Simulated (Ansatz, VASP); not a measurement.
## One calculation of Sb, two programs

File INCAR:

```
SYSTEM = Sb
ALGO = Normal
EDIFF = 1E-6
ENCUT = 500
GGA = PS
GGA_COMPAT = .FALSE.
ISIF = 2
ISMEAR = -1
LASPH = .TRUE.
LCHARG = .FALSE.
LREAL = .FALSE.
LWAVE = .FALSE.
NBANDS = 12
NELM = 120
PREC = Accurate
SIGMA = 0.05
```

File KPOINTS:

```
k-points
0
G
  9 6 6
  0 0 0
```

Contents of POSCAR:

```
Sb
1.0
    3.1224020000      0.0312240200      0.0000000000
    0.0434751800      4.3475180000      0.0000000000
   -0.0389150000     -0.0003891500      4.4058520000
Sb
2
Direct
    0.0113890000      0.2500000000      0.2411660000
    0.9886110000      0.7500000000      0.7588340000
```

File input.yaml:

```yaml
crystal:
  lattice:
    - [3.122402, 0.03122402, 0.0]
    - [0.04347518, 4.347518, 0.0]
    - [-0.038915, -0.00038915, 4.405852]
  atoms:
    - { symbol: Sb, position: [0.011389, 0.25, 0.241166] }
    - { symbol: Sb, position: [0.988611, 0.75, 0.758834] }
kpoints:
  mp_grid: { grid: [9, 6, 6] }
  band_path:
    path: [[0.0, -0.5, 0.0], [0.0, 0.0, 0.0], [0.0, 0.0, 0.5]]
    npoints: 12
scf:
  occupations: { method: fermi_dirac, width: 0.05 }
hamiltonian:
  xc: pbesol
  pseudopotentials: { kind: all_electron, lapw: { basis_error: 0.001 } }
output:
  forces: true
  stress: true
  eigenvalues: true
```

Change from the starting cell: strain_shear_xy = 0.02.

Alike in both runs: functional PBEsol; k mesh 9 × 6 × 6; occupations fermi-dirac, width 0.05 eV; no spin polarisation.

|  | VASP | Ansatz |
| --- | --- | --- |
| version | VASP 6.6.1 | Ansatz 0.2.0 |
| potentials or method | VASP PAW PBE potentials, release 64 (Sb), cutoff 500 eV | all-electron LAPW, scalar-relativistic |
| task | single point | band structure |

Ansatz gave:

- gap on the k mesh at the Fermi level (eV): none
- pressure (GPa): -2.2
- traceless stress, the component that is largest in VASP (GPa): -0.30
- rms of the force components (eV/Å): 0.026

Task: What did VASP give for the same quantities?

Result: gap on the k mesh at the Fermi level (eV): none; pressure (GPa): -2.1; traceless stress, the component that is largest in VASP (GPa): -0.30; rms of the force components (eV/Å): 0.031.

VASP's potentials were made for PBE, not for PBEsol. Atom by atom the forces differ by 0.006 eV/Å (rms over components). A gap of «none» marks a metal or a gap that the smearing closes. Ansatz ran all-electron here, and VASP with PAW potentials.

Neither program's run includes spin-orbit coupling.
